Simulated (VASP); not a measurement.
HfN, 4 atoms in the cell. Symmetry: Cm, No. 8, monoclinic system. The conventional cell has a = 5.961 Å, b = 3.442 Å, c = 3.442 Å, α = 90.00°, β = 125.26°, γ = 90.00°. Within 2.7 Å of Hf (site symmetry m) lie 4 N at 2.02 to 2.20 Å. Within 2.7 Å of N (site symmetry m) lie 4 Hf at 2.02 to 2.20 Å.  This cell differs from its parent crystal: atoms displaced along a vibrational mode.

```yaml
Program: VASP 6.6.1
Task: single point
Functional: PBEsol
Potentials_or_basis: VASP PAW PBE potentials, release 64 (Hf_pv, N)
Cutoff: 520 eV
k_mesh: 18 × 18 × 12
Occupations: gaussian, width 0.15 eV
Spin: no spin polarisation
Dipole_correction: no
Further_INCAR_settings: ALGO = Fast; EDIFF = 1e-07; NBANDS = 23
```

Potentials or basis: VASP PAW PBE potentials, release 64 (Hf_pv, N).

Command:

```console
$ cat potpaw_PBE.64/Hf_pv/POTCAR potpaw_PBE.64/N/POTCAR > POTCAR
$ mpirun -np 1 vasp_std > vasp.out
```

Hardware: 1 thread of Oxide Virtual Turin-like Processor (shared host).

Problem. Estimate the wall time of this run.

Solution. Wall time 37 min on 1 thread of Oxide Virtual Turin-like Processor, on a shared host, peak memory 1.1 GiB. Counts: scf iterations 18, k points 1100.
